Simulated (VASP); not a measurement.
Set up this calculation in VASP 6.6.1, as the native input.

```yaml
Task: G0W0 quasiparticle levels
Functional: PBE
Potentials_or_basis: VASP PAW PBE potentials, release 64 (Ca_sv_GW, O_GW)
Cutoff: 500 eV
k_mesh: 6 × 6 × 6
Occupations: gaussian, width 0.01 eV
Spin: no spin polarisation
Dipole_correction: no
GW_scheme: G0W0
GW_iterations: 1
Cutoff_of_the_response_function: 180
Frequency_points: 48
Empty_bands: 134
Further_INCAR_settings: ALGO = EVGW0; EDIFF = 1e-08; NBANDS = 142
```

Crystal: CaO.

```
Ca O
1.0
     2.90321    0.00000    0.00000
     0.00000    2.90321    0.00000
     0.00000    0.00000    2.90321
Ca O
1 1
Direct
  0.00000 0.00000 0.00000
  0.50000 0.50000 0.50000
```

The input as run:

POSCAR

```
CaO
1.0
    2.9032089672      0.0000000000      0.0000000000
    0.0000000000      2.9032089672      0.0000000000
    0.0000000000      0.0000000000      2.9032089672
Ca O
1 1
Direct
    0.0000000000      0.0000000000      0.0000000000
    0.5000000000      0.5000000000      0.5000000000
```

INCAR.step1

```
PREC = Accurate ; ENCUT = 500
EDIFF = 1E-8 ; ISMEAR = 0
SIGMA = 0.01 ; LREAL = False
LASPH = True ; NELM = 100
ALGO = Normal ; LWAVE = True
LCHARG = False ; GGA = PE
```

INCAR.step2

```
PREC = Accurate ; ENCUT = 500
EDIFF = 1E-8 ; ISMEAR = 0
SIGMA = 0.01 ; LREAL = False
LASPH = True ; NELM = 1
ALGO = Exact ; LWAVE = True
LCHARG = False ; GGA = PE
NBANDS = 142 ; LOPTICS = True
ISTART = 1
```

INCAR.step3

```
PREC = Accurate ; ENCUT = 500
EDIFF = 1E-8 ; ISMEAR = 0
SIGMA = 0.01 ; LREAL = False
LASPH = True ; ALGO = EVGW0
LWAVE = False ; LCHARG = False
GGA = PE ; NELMGW = 1
NBANDS = 142 ; ENCUTGW = 180.0
NOMEGA = 48 ; PRECFOCK = Fast
ISTART = 1 ; NBANDSGW = 16
```

KPOINTS

```
regular mesh
0
Gamma
  6 6 6
```

Potentials or basis: VASP PAW PBE potentials, release 64 (Ca_sv_GW, O_GW).

Launch:

```sh
$ cat potpaw_PBE.64/Ca_sv_GW/POTCAR potpaw_PBE.64/O_GW/POTCAR > POTCAR
$ cp INCAR.step1 INCAR
$ mpirun -np 1 vasp_std > vasp.out
$ cp INCAR.step2 INCAR
$ mpirun -np 1 vasp_std > vasp.out
$ cp INCAR.step3 INCAR
$ mpirun -np 1 vasp_std > vasp.out
```

It gave:

```json
{
  "Band gap on the k mesh, mean-field level": "2.77 eV, indirect (least direct gap 3.08 eV)",
  "Quasiparticle gap": "5.12 eV",
  "Least direct quasiparticle gap": "5.48 eV"
}
```

Caveat: bands, screening cutoff and mesh are small and nothing is extrapolated, so the quasiparticle values aren't converged.

It took 5.1 min on 1 thread of Intel(R) Xeon(R) Platinum 8559C (Emerald Rapids), on a shared host, peak memory 0.63 GiB.
